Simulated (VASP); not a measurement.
Wanted: the native input for a VASP 6.6.1 run.

* Task: single point
* Functional: PBE
* Potentials or basis: VASP PAW PBE potentials, release 64 (Se)
* Cutoff: 520 eV
* k mesh: 6 × 6 × 6
* Occupations: gaussian, width 0.1 eV
* Spin: no spin polarisation
* Dipole correction: no
* Further INCAR settings: ALGO = Normal; EDIFF = 1e-07; NBANDS = 13

The structure of Se lies in POSCAR:

```
Se
1.0
   -2.7052846150      2.7052846150      1.5575513084
    2.7052846150     -2.7052846150      1.5575513084
    2.7052846150      2.7052846150     -1.5575513084
Se
2
Direct
    0.0000000000      0.0000000000      0.0000000000
    0.7500000000      0.2500000000      0.5000000000
```

One way to write it, as run:

INCAR

```
PREC = Accurate ; ENCUT = 520
EDIFF = 1E-7 ; ISMEAR = 0
SIGMA = 0.1 ; LREAL = False
LASPH = True ; NELM = 80
ALGO = Normal ; ISIF = 2
LWAVE = False ; LCHARG = False
GGA = PE ; NBANDS = 13
```

KPOINTS

```
Automatic mesh
0
Gamma
  6 6 6
```

Potentials or basis: VASP PAW PBE potentials, release 64 (Se).

Command:

```console
$ cat potpaw_PBE.64/Se/POTCAR > POTCAR
$ mpirun -np 1 vasp_std > vasp.out
```

Results of the run:

```yaml
Pressure: -0.1 GPa
Band_gap_on_the_k_mesh: zero (bands 6 and 7 overlap by 1.63 eV)
```

Caveat: the k points lie up to 0.39 Å⁻¹ apart, too coarse for converged energies and pressures of a metal.

Run time: 6.6 s on 1 thread of Intel(R) Xeon(R) 6975P-C (Granite Rapids), with other jobs on the host, peak memory 0.17 GiB.
